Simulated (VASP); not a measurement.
# In3B2H3 (Pmmm) in VASP: single point with PBE

Aim: the single point of In3B2H3 with PBE.

Program: VASP 6.6.1. These are calculated values, not measurements. Logs are shortened: lines on timing, memory, paths and dates and some standing lists are left out, and cuts for length are marked.

## 1. The cell of the first run

It takes space group Pmmm (No. 47, orthorhombic). The conventional cell has a = 3.641 Å, b = 4.754 Å, c = 6.692 Å, α = 90.00°, β = 90.00°, γ = 90.00°. Within 2.9 Å of In (site symmetry mmm) lie 4 H at 2.16 Å. In (site symmetry mmm) has 4 B at 2.44 Å and 4 H at 2.99 Å within 3.2 Å. Within 3.3 Å of In (site symmetry mmm) lie 4 B at 2.51 Å and 4 H at 2.65 Å and 4 In at 2.99 Å. Within 3.2 Å of B (site symmetry mm2) lie 6 In at 2.44 to 2.94 Å and 6 H at 2.88 to 3.04 Å. Within 2.9 Å of H (site symmetry mm2) lie 4 In at 2.16 to 2.65 Å and 3 H at 2.34 to 2.84 Å. Within 3.7 Å of H (site symmetry mmm) lie 6 H at 2.84 to 3.64 Å and 4 B at 2.88 Å and 6 In at 2.99 to 3.35 Å.

## 2. Single point, PBE

INCAR

```
ALGO = Normal ; EDIFF = 1E-6
ENCUT = 500 ; GGA = PE
GGA_COMPAT = False ; ISIF = 2
ISMEAR = 0 ; LASPH = True
LCHARG = False ; LREAL = False
LWAVE = False ; NBANDS = 34
NELM = 120 ; PREC = Accurate
SIGMA = 0.15
```

KPOINTS

```
k-points
0
Gamma
  3 3 2
```

POSCAR

```
In3B2H3
1.0
    3.6413361451      0.0000000000      0.0000000000
    0.0000000000      4.7538700499      0.0000000000
    0.0000000000      0.0000000000      6.6918593715
In B H
3 2 3
Direct
    0.0000000000      0.5000000000      0.0000000000
    0.5000000000      0.0000000000      0.5000000000
    0.5000000000      0.0000000000      0.0000000000
    0.0000000000      0.0000000000      0.2573864253
    0.0000000000      0.0000000000      0.7426135747
    0.5000000000      0.5000000000      0.1750012111
    0.5000000000      0.5000000000      0.8249987889
    0.0000000000      0.5000000000      0.5000000000
```

Potentials or basis: VASP PAW PBE potentials, release 64 (In_d, B, H).

Run with:

```bash
cat potpaw_PBE.64/In_d/POTCAR potpaw_PBE.64/B/POTCAR potpaw_PBE.64/H/POTCAR > POTCAR
mpirun -np 1 vasp_std > vasp.out
```

OUTCAR:

```text
EDIFF = 1E-6
   ENCUT = 500
   GGA = PE
   ISIF = 2
   ISMEAR = 0
   LASPH = True
   LREAL = False
   NELM = 120
   PREC = Accurate

 ion  position               nearest neighbor table
   1  0.000  0.500  0.000-   6 2.16   7 2.16   6 2.16   7 2.16   4 2.94   5 2.94   4 2.94   5 2.94
                             3 2.99   3 2.99   3 2.99   3 2.99
   2  0.500  0.000  0.500-   4 2.44   5 2.44   4 2.44   5 2.44   3 3.35   3 3.35
   3  0.500  0.000  0.000-   4 2.51   5 2.51   4 2.51   5 2.51   1 2.99   1 2.99   1 2.99   1 2.99
                             2 3.35   2 3.35
   4  0.000  0.000  0.257-   2 2.44   2 2.44   3 2.51   3 2.51   1 2.94   1 2.94
   5  0.000  0.000  0.743-   2 2.44   2 2.44   3 2.51   3 2.51   1 2.94   1 2.94
   6  0.500  0.500  0.175-   1 2.16   1 2.16
   7  0.500  0.500  0.825-   1 2.16   1 2.16
   8  0.000  0.500  0.500-

  LATTYP: Found a simple orthorhombic cell.
 ALAT       =     3.6413361451
 B/A-ratio  =     1.3055290312
 C/A-ratio  =     1.8377483168

  Lattice vectors:

 A1 = (   3.6413361451,   0.0000000000,   0.0000000000)
 A2 = (   0.0000000000,   4.7538700499,   0.0000000000)
 A3 = (   0.0000000000,   0.0000000000,   6.6918593715)

Analysis of symmetry for initial positions (statically):
=====================================================================
 Subroutine PRICEL returns:
 Original cell was already a primitive cell.

 Routine SETGRP: Setting up the symmetry group for a
 simple orthorhombic supercell.

 Subroutine GETGRP returns: Found  8 space group operations
 (whereof  8 operations were pure point group operations)
 out of a pool of  8 trial point group operations.

The static configuration has the point symmetry D_2h.

Analysis of symmetry for dynamics (positions and initial velocities):
=====================================================================
 Subroutine PRICEL returns:
 Original cell was already a primitive cell.

 Routine SETGRP: Setting up the symmetry group for a
 simple orthorhombic supercell.

 Subroutine GETGRP returns: Found  8 space group operations
 (whereof  8 operations were pure point group operations)
 out of a pool of  8 trial point group operations.

The dynamic configuration has the point symmetry D_2h.

 Subroutine INISYM returns: Found  8 space group operations
 (whereof  8 operations are pure point group operations),
 and found     1 'primitive' translations

[... 93 lines left out ...]
   IBRION =     -1    ionic relax: 0-MD 1-quasi-New 2-CG
   NFREE  =      0    steps in history (QN), initial steepest desc. (CG)
   ISIF   =      2    stress and relaxation
   ISYM   =      2    0-nonsym 1-usesym 2-fastsym
   POTIM  = 0.5000    time-step for ionic-motion
   TEBEG  =    0.0;   TEEND  =   0.0 temperature during run
   PSTRESS=    0.0 pullay stress
   NELECT =      48.0000    total number of electrons
   NUPDOWN=      -1.0000    fix difference up-down
   EMIN   =  10.00;   EMAX   =-10.00  energy-range for DOS
   EFERMI =   0.00;   METHOD = LEGACY
   ISMEAR =     0;   SIGMA  =   0.15  broadening in eV -4-tet -1-fermi 0-gaus
   EFERMI_NEDOS =   21; number of points for ismear=-14 and -15
   IALGO  =     38    algorithm
   IMIX   =      4    mixing-type and parameters
     AMIX     =   0.40;   BMIX     =  1.00
     AMIX_MAG =   1.60;   BMIX_MAG =  1.00
  volume/ion in A,a.u.               =      14.48        97.72
  Fermi-wavevector in a.u.,A,eV,Ry     =   1.220498  2.306406 20.267436  1.489615
  Thomas-Fermi vector in A             =   2.355713
   LORBIT       =      0    0 simple, 1 ext, 2 COOP (PROOUT), +10 PAW based schemes
   GGA     = PE    functional components
   LHFCALC =     F    Hartree Fock is set to
   AEXX    =    0.0000 exact exchange contribution
   IVDW    =     0    specifies the selected vdW correction
   LEPSILON=     F    determine dielectric tensor
   LRPA    =     F    only Hartree local field effects (RPA)
 non-spin polarized calculation
 Gauss-broadening in eV      SIGMA  =   0.15
  energy-cutoff  :      500.00
  volume of cell :      115.84
 maximum number of plane-waves:      2964
 NGX is ok and might be reduce to    28
   NGX = 13   NGY = 17   NGZ = 25

 number of electron      48.0000028 magnetization

 Free energy of the ion-electron system (eV)
  ---------------------------------------------------
  ext. energy  EPLUGINS =         0.00000000
  ---------------------------------------------------
  free energy    TOTEN  =       -22.19372938 eV

  energy without entropy =      -22.17649883  energy(sigma->0) =      -22.18511411

 E-fermi :   5.1401     XC(G=0):  -9.9438

 val. band max:        5.1161359127   @ k =   0.3333   0.0000   0.0000
 cond. band min:       5.3100140036   @ k =   0.3333   0.0000   0.5000
 fundamental gap:      0.1938780909
 Fermi energy:         5.1400990385

 k-point     1 :       0.0000    0.0000    0.0000
  band No.  band energies     occupation
      1      -9.7599      2.00000
      2      -9.7412      2.00000
      3      -9.5544      2.00000
      4      -9.4608      2.00000
      5      -9.3468      2.00000
      6      -9.1808      2.00000
[... 285 lines left out ...]
     33      11.8315      0.00000
     34      12.8879      0.00000

------------------------ aborting loop because EDIFF is reached ----------------------------------------

  FORCE on cell =-STRESS in cart. coord.  units (eV):
  Direction    XX          YY          ZZ          XY          YZ          ZX
  --------------------------------------------------------------------------------------
  -------------------------------------------------------------------------------------
  Total       -0.1647942      0.5102240      0.3655045      0.0000000      0.0000000      0.0000000
  in kB       -2.2792792      7.0569420      5.0553178      0.0000000      0.0000000      0.0000000
  external PRESSURE =       3.2776602 kB  Pullay stress =       0.0000000 kB

 VOLUME and BASIS-vectors are now :
 -----------------------------------------------------------------------------
  energy-cutoff  :      500.00
  volume of cell :      115.84
      direct lattice vectors                 reciprocal lattice vectors
     3.641336145  0.000000000  0.000000000     0.274624468  0.000000000  0.000000000
     0.000000000  4.753870050  0.000000000     0.000000000  0.210354930  0.000000000
     0.000000000  0.000000000  6.691859371     0.000000000  0.000000000  0.149435298

 POSITION                                       TOTAL-FORCE (eV/Angst)
 -----------------------------------------------------------------------------------
      0.00000      2.37694      0.00000        -0.000000     -0.000000      0.000000
      1.82067      0.00000      3.34593        -0.000000     -0.000000      0.000000
      1.82067      0.00000      0.00000        -0.000000     -0.000000      0.000000
      0.00000      0.00000      1.72239         0.000000      0.000000     -0.027386
      0.00000      0.00000      4.96947        -0.000000     -0.000000      0.027386
      1.82067      2.37694      1.17108        -0.000000     -0.000000     -0.008591
      1.82067      2.37694      5.52078        -0.000000     -0.000000      0.008591
      0.00000      2.37694      3.34593        -0.000000     -0.000000      0.000000
 -----------------------------------------------------------------------------------
    total drift:                                0.000000      0.000000     -0.000000

  FREE ENERGIE OF THE ION-ELECTRON SYSTEM (eV)
  ---------------------------------------------------
  free  energy   TOTEN  =       -22.1937293827 eV

  energy  without entropy=      -22.1764988299  energy(sigma->0) =      -22.18511411
```

stdout:

```text
POSCAR found type information on POSCAR InB H
 POSCAR found :  3 types and       8 ions
 scaLAPACK will be used
 LDA part: xc-table for (Slater+PW92), standard interpolation
 POSCAR, INCAR and KPOINTS ok, starting setup
 FFT: planning ... GRIDC
 FFT: planning ... GRID_SOFT
 FFT: planning ... GRID
 WAVECAR not read
 entering main loop
```

Wall time 51 s (1 thread of Intel Xeon 8259CL, shared host); peak memory 0.22 GiB.

What came out:

```yaml
Free_energy: -22.1937 eV
Pressure: 0.3 GPa
Largest_force: 0.027 eV/Å
Band_gap_on_the_k_mesh: zero (band 24 reaches 5.82 eV, above the bottom of band 25 at 4.67 eV)
```

Forces in eV/Å, atoms in the order of the input:
```
In   0.000  0.000  0.000
In   0.000  0.000  0.000
In   0.000  0.000  0.000
B    0.000  0.000 -0.027
B    0.000  0.000  0.027
H    0.000  0.000 -0.009
H    0.000  0.000  0.009
H    0.000  0.000  0.000
```

Stress tensor (GPa, compression positive):
```
-0.23  0.00  0.00
 0.00  0.71  0.00
 0.00  0.00  0.51
```

Levels at points of the mesh, in eV from the Fermi level:
```
           k point  band 21  band 22  band 23  band 24  band 25  band 26  band 27  band 28
(0.00, 0.00, 0.00)    -2.19    -0.90    -0.18     0.63     0.65     1.46     1.90     2.16
(0.00, 0.00, 0.50)    -2.27    -2.13    -0.78    -0.07     0.29     0.41     2.58     3.58
```

Caveat: the k points lie up to 0.58 Å⁻¹ apart; spin-orbit coupling is left out, which moves the levels of the heavy elements.
